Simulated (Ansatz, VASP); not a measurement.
Two plane-wave programs on MnS

```
Mn S
1.0
     0.00000    2.51718    2.51718
     2.51718    0.00000    2.51718
     2.51718    2.51718    0.00000
Mn S
1 1
Direct
  0.00000 0.00000 0.00000
  0.50000 0.50000 0.50000
```

Alike in both runs: task single point; functional PBEsol; k mesh 14 × 14 × 14; occupations gaussian, width 0.1 eV; collinear spin.

```csv
,VASP,Ansatz
version,VASP 6.6.1,Ansatz 0.2.0
potentials or method,"VASP PAW PBE potentials, release 64 (Mn_pv, S), cutoff 520 eV","scalar-relativistic, plane waves, PAW"
valence electrons in the cell,19,21
```

```tsv
	VASP	Ansatz	Ansatz less VASP
gap on the k mesh at the Fermi level (eV)	none	none	-
pressure (GPa)	-2.6	-2.7	-0.18
net moment per atom (μB)	2.19	2.19	-0.001
size of the moment on the site where the two differ most (μB)	4.00	3.90	-0.094
```

VASP's potentials were made for PBE, not for PBEsol. Site moments also hang on the region over which each program counts them. A gap of «none» marks a metal or a gap that the smearing closes. VASP's potentials hold 19 valence electrons a cell and Ansatz's 21, so a difference there can come from the potentials and not from the codes.
